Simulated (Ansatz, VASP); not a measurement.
**Pt in VASP and in Ansatz**

```xyz
2
Lattice="2.7080 0.0000 0.0000 -1.3540 2.3452 0.0000 0.0000 0.0000 4.6782" Properties=species:S:1:pos:R:3 pbc="T T T"
Pt    1.3540    0.7817    3.5086
Pt    0.0000    1.5634    1.1695
```

Alike in both runs: functional LDA; k mesh 18 × 18 × 10; occupations gaussian, width 0.1 eV; no spin polarisation.

Ansatz relaxed the structure, and its values are those at the end. VASP's run is a single point on that final structure, the one shown.

```csv
,VASP,Ansatz
version,VASP 6.6.1,Ansatz 0.2.0
potentials or method,"VASP PAW LDA potentials, release 64 (Pt_sv_GW), cutoff 500 eV","scalar-relativistic, plane waves, PAW"
valence electrons in the cell,36,36
```

```csv
,VASP,Ansatz,Ansatz less VASP
gap on the k mesh at the Fermi level (eV),none,none,-
pressure (GPa),-2.5,0.0,+2.48
```

LDA's correlation is that of Perdew and Zunger in VASP and of Perdew and Wang (1992) in Ansatz. A gap of «none» marks a metal or a gap that the smearing closes.

Neither program's run includes spin-orbit coupling.
